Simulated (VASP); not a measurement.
Write the native input for VASP 6.6.1 that does the following.

* Task: single point
* Functional: PBEsol
* Potentials or basis: VASP PAW PBE potentials, release 64 (Ta_pv, N)
* Cutoff: 520 eV
* k mesh: 15 × 15 × 8
* Occupations: gaussian, width 0.15 eV
* Spin: no spin polarisation
* Dipole correction: no
* Further INCAR settings: ALGO = Normal; EDIFF = 1e-06; NBANDS = 24

The structure of TaN lies in POSCAR:

```
TaN
1.0
    3.1219875651      0.0000000000      0.0000000000
   -1.5609937826      2.7037205417      0.0000000000
    0.0000000000      0.0000000000      6.0516298700
Ta N
2 2
Direct
    0.3333333333      0.6666666667      0.0301041378
    0.6666666667      0.3333333333      0.5301041378
    0.3333333333      0.6666666667      0.3548958622
    0.6666666667      0.3333333333      0.8548958622
```

These files were run (other wordings do the same):

INCAR

```
  PREC = Accurate
  ENCUT = 520
  EDIFF = 1E-6
  ISMEAR = 0
  SIGMA = 0.15
  LREAL = False
  LASPH = True
  NELM = 60
  ALGO = Normal
  ISIF = 2
  LWAVE = False
  LCHARG = False
  GGA = PS
  NBANDS = 24
```

KPOINTS

```
Automatic mesh
0
Gamma
  15 15 8
```

Potentials or basis: VASP PAW PBE potentials, release 64 (Ta_pv, N).

The run is started by

```console
$ cat potpaw_PBE.64/Ta_pv/POTCAR potpaw_PBE.64/N/POTCAR > POTCAR
$ mpirun -np 1 vasp_std > vasp.out
```

It gave:

```
Pressure               : 0.8 GPa
Largest force          : 0.026 eV/Å
Band gap on the k mesh : zero (bands 16 and 17 overlap by 0.36 eV)
```

Caveat: the PAW data sets were made with another functional, which shifts forces and pressure a little; spin-orbit coupling is left out, which moves the levels of the heavy elements.

Run time: 79 s on 1 thread of Intel(R) Xeon(R) Platinum 8488C (Sapphire Rapids), with other jobs on the host, peak memory 0.27 GiB.
